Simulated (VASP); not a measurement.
Here is a VASP 6.6.1 calculation.

The input INCAR:

```
SYSTEM = YErFe4
ALGO = Normal ; EDIFF = 1E-6
ENCUT = 600 ; GGA = PS
GGA_COMPAT = .False. ; ISIF = 2
ISMEAR = 0 ; ISPIN = 2
LASPH = .True. ; LCHARG = .False.
LDAU = .True. ; LDAUJ = 0 0 0
LDAUL = 3 -1 -1 ; LDAUPRINT = 1
LDAUTYPE = 2 ; LDAUU = 6 0 0
LMAXMIX = 6 ; LORBIT = 11
LREAL = .False. ; LWAVE = .False.
MAGMOM = 3 0 4 4 4 4 ; NBANDS = 46
NELM = 200 ; PREC = Accurate
SIGMA = 0.1
```

File KPOINTS:

```
k-points
0
Gamma
  4 4 4
  0 0 0
```

The input POSCAR:

```
YErFe4
1.0
    0.0000000000      3.6517338400      3.6517338400
    3.6517338400      0.0000000000      3.6517338400
    3.6517338400      3.6517338400      0.0000000000
Er Y Fe
1 1 4
Direct
    0.7500000000      0.7500000000      0.7500000000
    0.5000000000      0.5000000000      0.5000000000
    0.1250000000      0.1250000000      0.1250000000
    0.6250000000      0.1250000000      0.1250000000
    0.1250000000      0.6250000000      0.1250000000
    0.1250000000      0.1250000000      0.6250000000
```

Potentials or basis: VASP PAW PBE potentials, release 64 (Er, Y_sv, Fe).

Run with:

```console
$ cat potpaw_PBE.64/Er/POTCAR potpaw_PBE.64/Y_sv/POTCAR potpaw_PBE.64/Fe/POTCAR > POTCAR
$ mpirun -np 1 vasp_std > vasp.out
```

Problem. Estimate the pressure.

Solution. -8.5 GPa.

Problem. Estimate the net moment.

Solution. 4.01 μB per cell.

Problem. Estimate the site moments.

Solution. Er -3.01; Y -0.44; Fe +1.97 μB.

Eigenvalues of the final occupation matrices:
| site | spin | trace | eigenvalues |
| --- | --- | --- | --- |
| site 1 f | 1 | 4.16 | 0.00 0.40 0.40 0.40 0.99 0.99 0.99 |
| site 1 f | 2 | 6.95 | 0.99 0.99 0.99 0.99 0.99 0.99 0.99 |

Caveat: the k points lie up to 0.37 Å⁻¹ apart; the magnetic or orbital state may not be the lowest; the PAW data sets were made with another functional, which shifts forces and pressure a little; spin-orbit coupling is left out, which moves the levels of the heavy elements. The state reached can hang on the start; a lower one may exist.
